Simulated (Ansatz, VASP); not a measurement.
One calculation of Ag, two programs

```
Ag
1.0
     0.00000    3.04733    3.04733
     3.04733    0.00000    3.04733
     3.04733    3.04733    0.00000
Ag
2
Direct
  0.12500 0.12500 0.12500
  0.87500 0.87500 0.87500
```

Alike in both runs: functional r2SCAN; k mesh 10 × 10 × 10; occupations fermi-dirac, width 0.1 eV; no spin polarisation.

Ansatz relaxed the structure, and its values are those at the end. VASP's run is a single point on that final structure, the one shown.

```csv
,VASP,Ansatz
version,VASP 6.6.1,Ansatz 0.2.0
potentials or method,"VASP PAW PBE potentials, release 64 (Ag), cutoff 520 eV","plane waves (500 eV) with PAW, scalar-relativistic"
valence electrons in the cell,22,38
```

|  | VASP | Ansatz | Ansatz less VASP |
| --- | --- | --- | --- |
| pressure (GPa) | 0.1 | 0.0 | -0.05 |

VASP's potentials were made for PBE, not for r2SCAN. VASP's potentials hold 22 valence electrons a cell and Ansatz's 38, so a difference there can come from the potentials and not from the codes.
